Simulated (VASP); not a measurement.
# Zr2ReB2 in VASP: single point with r2SCAN

Aim: the single point of Zr2ReB2 with r2SCAN.

All numbers are computed with VASP 6.6.1; they aren't measurements. Logs are shortened: lines on timing, memory, paths and dates and some standing lists are left out, and cuts for length are marked.

## Step 1: The cell of the first run

The cell holds a disordered packing, 10 atoms: a = 5.151 Å, b = 4.642 Å, c = 5.811 Å, α = 100.96°, β = 96.85°, γ = 101.38°.

## Step 2: Single point, r2SCAN

File POSCAR:

```
Zr2ReB2
1.0
    5.0538740000     -0.7798820000     -0.6160970000
   -0.2706980000      4.6168430000     -0.4047990000
   -0.0963020000     -0.6100970000      5.7781420000
Zr Re B
4 2 4
Direct
    0.4478320000      0.8673190000      0.7305190000
    0.1556390000      0.1165220000      0.2822740000
    0.7097460000      0.3317850000      0.1128010000
    0.9900460000      0.0906270000      0.7529020000
    0.7689600000      0.4965250000      0.5805370000
    0.6304370000      0.8616790000      0.3112570000
    0.8888430000      0.7494620000      0.9892720000
    0.1232390000      0.5927500000      0.4293720000
    0.3574510000      0.3604160000      0.6543020000
    0.3757700000      0.5587050000      0.9849480000
```

File INCAR.step1:

```
SYSTEM = Zr2ReB2
PREC     = Accurate       ! precision mode
ENCUT    = 520            ! plane-wave cutoff, eV
ISMEAR   = -1             ! smearing method
SIGMA    = 0.0245         ! smearing width, eV
LREAL    = .False.        ! projectors in reciprocal space
LASPH    = .True.         ! aspherical terms in the spheres
NELM     = 100            ! most SCF steps
NBANDS   = 48             ! bands
GGA      = PE             ! functional
ALGO     = Normal         ! electronic algorithm
EDIFF    = 1E-4           ! SCF threshold, eV
LWAVE    = .True.         ! write WAVECAR
LCHARG   = .False.        ! write CHGCAR
```

File INCAR.step2:

```
SYSTEM = Zr2ReB2
PREC     = Accurate       ! precision mode
ENCUT    = 520            ! plane-wave cutoff, eV
EDIFF    = 1E-7           ! SCF threshold, eV
ISMEAR   = -1             ! smearing method
SIGMA    = 0.0245         ! smearing width, eV
LREAL    = .False.        ! projectors in reciprocal space
LASPH    = .True.         ! aspherical terms in the spheres
NELM     = 100            ! most SCF steps
ALGO     = Normal         ! electronic algorithm
ISIF     = 2              ! what is computed and relaxed
LWAVE    = .False.        ! write WAVECAR
LCHARG   = .False.        ! write CHGCAR
METAGGA  = R2SCAN         ! meta-GGA
LMIXTAU  = .True.       
NBANDS   = 48             ! bands
ISTART   = 1
```

File KPOINTS:

```
Automatic mesh
0
Gamma
  4 4 3
  0.5 0.5 0.5
```

Potentials or basis: VASP PAW PBE potentials, release 64 (Zr_sv, Re, B).

Command:

```bash
> cat potpaw_PBE.64/Zr_sv/POTCAR potpaw_PBE.64/Re/POTCAR potpaw_PBE.64/B/POTCAR > POTCAR
> cp INCAR.step1 INCAR
> mpirun -np 1 vasp_std > vasp.out
> cp INCAR.step2 INCAR
> mpirun -np 1 vasp_std > vasp.out
```

OUTCAR:

```text
SYSTEM = Zr2ReB2
   PREC = Accurate
   ENCUT = 520
   EDIFF = 1E-7
   ISMEAR = -1
   LREAL = .False.
   LASPH = .True.
   NELM = 100
   ISIF = 2
   METAGGA = R2SCAN
   ISTART = 1

 ion  position               nearest neighbor table
   1  0.448  0.867  0.731-   9 2.25   8 2.26  10 2.26   9 2.53   6 2.71   5 2.71   4 2.76   4 2.76
                             7 2.78   3 2.78   2 3.36   5 3.38   6 3.40   5 3.50   2 3.78   2 3.84
   2  0.156  0.117  0.282-   9 2.26   7 2.26   8 2.26   8 2.71   6 2.77   3 2.83   6 2.92   4 2.98
                             4 3.07   3 3.17   5 3.34   1 3.36   5 3.38   3 3.78   1 3.78   1 3.84
   3  0.710  0.332  0.113-   7 2.26  10 2.31   8 2.57   6 2.64   6 2.64   5 2.64   1 2.78   2 2.83
                             4 2.86   7 3.01   2 3.17   5 3.36   2 3.78   4 3.87
   4  0.990  0.091  0.753-   9 2.25   7 2.31  10 2.65   5 2.67   5 2.71   1 2.76   1 2.76   3 2.86
                             6 2.86   8 2.94   2 2.98   2 3.07   3 3.87
   5  0.769  0.497  0.581-   8 2.12   9 2.21   7 2.39   3 2.64   6 2.66   4 2.67   4 2.71   1 2.71
                             6 2.97   2 3.34   3 3.36   2 3.38   1 3.38   1 3.50
   6  0.630  0.862  0.311-  10 2.23   7 2.46   3 2.64   3 2.64   5 2.66   1 2.71   2 2.77   4 2.86
                             2 2.92   5 2.97   1 3.40
   7  0.889  0.749  0.989-   2 2.26   3 2.26   4 2.31   5 2.39   6 2.46   1 2.78   3 3.01
   8  0.123  0.593  0.429-   5 2.12   1 2.26   2 2.26   3 2.57   2 2.71   4 2.94
   9  0.357  0.360  0.654-  10 1.95   5 2.21   1 2.25   4 2.25   2 2.26   1 2.53
  10  0.376  0.559  0.985-   9 1.95   6 2.23   1 2.26   3 2.31   4 2.65

  LATTYP: Found a triclinic cell.
 ALAT       =     9.4769482500
 B/A-ratio  =     0.6559465183
 C/A-ratio  =     1.2310409643
 COS(alpha) =     0.0078285348
 COS(beta)  =     0.5695846649
 COS(gamma) =     0.8036311353

  Lattice vectors:

 A1 = (   4.8794780000,   4.4470580000,  -6.7990380000)
 A2 = (   4.7831760000,   3.8369610000,  -1.0208960000)
 A3 = (   0.4633020000,  -3.3966490000, -11.1514850000)

Analysis of symmetry for initial positions (statically):
=====================================================================
 Subroutine PRICEL returns:
 Original cell was already a primitive cell.

 Routine SETGRP: Setting up the symmetry group for a
 triclinic supercell.

 Subroutine GETGRP returns: Found  1 space group operations
 (whereof  1 operations were pure point group operations)
 out of a pool of  2 trial point group operations.

The static configuration has the point symmetry C_1 .

Analysis of symmetry for dynamics (positions and initial velocities):
[... 136 lines left out ...]
   PSTRESS=    0.0 pullay stress
   NELECT =      74.0000    total number of electrons
   NUPDOWN=      -1.0000    fix difference up-down
   EMIN   =  10.00;   EMAX   =-10.00  energy-range for DOS
   EFERMI =   0.00;   METHOD = LEGACY
   ISMEAR =    -1;   SIGMA  =   0.02  broadening in eV -4-tet -1-fermi 0-gaus
   EFERMI_NEDOS =   21; number of points for ismear=-14 and -15
   IALGO  =     38    algorithm
   IMIX   =      4    mixing-type and parameters
     AMIX     =   0.40;   BMIX     =  1.00
     AMIX_MAG =   1.60;   BMIX_MAG =  1.00
  volume/ion in A,a.u.               =      13.19        89.04
  Fermi-wavevector in a.u.,A,eV,Ry     =   1.350057  2.551239 24.798726  1.822655
  Thomas-Fermi vector in A             =   2.477593
   LORBIT       =      0    0 simple, 1 ext, 2 COOP (PROOUT), +10 PAW based schemes
   METAGGA = R2SCAN    functional components
   LHFCALC =     F    Hartree Fock is set to
   AEXX    =    0.0000 exact exchange contribution
   IVDW    =     0    specifies the selected vdW correction
   LEPSILON=     F    determine dielectric tensor
   LRPA    =     F    only Hartree local field effects (RPA)
 non-spin polarized calculation
  energy-cutoff  :      520.00
  volume of cell :      131.95
 maximum number of plane-waves:      3567
 NGX is ok and might be reduce to    40
   NGX = 19   NGY = 17   NGZ = 21

 number of electron      74.0000000 magnetization

 Free energy of the ion-electron system (eV)
  ---------------------------------------------------
  ext. energy  EPLUGINS =         0.00000000
  ---------------------------------------------------
  free energy    TOTEN  =      -219.93334888 eV

  energy without entropy =     -219.92425545  energy(sigma->0) =     -219.92880216

 E-fermi :   9.6260     XC(G=0): -13.4184

 val. band max:        9.5910089795   @ k =  -0.1250   0.1250   0.1667
 cond. band min:       9.6288595859   @ k =   0.1250   0.1250   0.1667
 fundamental gap:      0.0378506064
 Fermi energy:         9.6259869700

 k-point     1 :       0.1250    0.1250    0.1667
  band No.  band energies     occupation
      1     -40.2380      2.00000
      2     -40.1315      2.00000
      3     -39.9413      2.00000
      4     -39.8726      2.00000
      5     -18.6035      2.00000
      6     -18.1856      2.00000
[... 1213 lines left out ...]
     47      13.1342      0.00000
     48      13.1933      0.00000

------------------------ aborting loop because EDIFF is reached ----------------------------------------

  FORCE on cell =-STRESS in cart. coord.  units (eV):
  Direction    XX          YY          ZZ          XY          YZ          ZX
  --------------------------------------------------------------------------------------
  -------------------------------------------------------------------------------------
  Total       24.0739788     25.4389434     19.6210039     -2.3045261     -2.6161753     -0.3727921
  in kB      292.3202620    308.8944565    238.2496488    -27.9828970    -31.7671233     -4.5266587
  external PRESSURE =     279.8214558 kB  Pullay stress =       0.0000000 kB

 VOLUME and BASIS-vectors are now :
 -----------------------------------------------------------------------------
  energy-cutoff  :      520.00
  volume of cell :      131.95
      direct lattice vectors                 reciprocal lattice vectors
     5.053874000 -0.779882000 -0.616097000     0.200306235  0.012149684  0.004621274
    -0.270698000  4.616843000 -0.404799000     0.037000824  0.220866478  0.023937319
    -0.096302000 -0.610097000  5.778142000     0.023949908  0.016768697  0.175235734

 POSITION                                       TOTAL-FORCE (eV/Angst)
 -----------------------------------------------------------------------------------
      1.95815      3.20933      3.59404        -1.676036      1.042957      0.253768
      0.72785      0.24437      1.48796         2.875502     -0.896958     -0.967715
      3.48629      0.90946      0.08020         0.846029     -0.067385     -0.857836
      4.90653     -0.81305      3.70372         1.435265      1.688481     -0.230562
      3.69591      1.33850      2.67968        -0.209880     -2.151653      2.188274
      2.92292      3.29667      1.06127        -1.573258     -0.757328     -1.873023
      4.19395      2.16340      4.86516        -1.589397      0.093886     -1.355087
      0.42103      2.37856      2.16510        -0.249297      1.544910     -0.074751
      1.64594      0.98603      3.41453         1.489846      0.571494      2.337467
      1.65300      1.68548      5.23350        -1.348773     -1.068403      0.579465
 -----------------------------------------------------------------------------------
    total drift:                                0.000617      0.000037     -0.000635

  FREE ENERGIE OF THE ION-ELECTRON SYSTEM (eV)
  ---------------------------------------------------
  free  energy   TOTEN  =      -219.9333488774 eV

  energy  without entropy=     -219.9242554491  energy(sigma->0) =     -219.92880216
```

It took 20 min on 1 thread of Oxide Virtual Turin-like, shared host; peak memory 0.32 GiB.

What came out:

```
Free energy            : -219.9333 eV
Pressure               : 28.0 GPa
Largest force          : 3.164 eV/Å
Band gap on the k mesh : zero (bands 37 and 38 overlap by 0.10 eV)
```

Forces on the atoms (eV/Å):
```
Zr  -1.676  1.043  0.254
Zr   2.876 -0.897 -0.968
Zr   0.846 -0.067 -0.858
Zr   1.435  1.688 -0.231
Re  -0.210 -2.152  2.188
Re  -1.573 -0.757 -1.873
B   -1.589  0.094 -1.355
B   -0.249  1.545 -0.075
B    1.490  0.571  2.337
B   -1.349 -1.068  0.579
```

Caveat: the k points lie up to 0.37 Å⁻¹ apart; the PAW data sets were made with another functional, which shifts forces and pressure a little; spin-orbit coupling is left out, which moves the levels of the heavy elements.
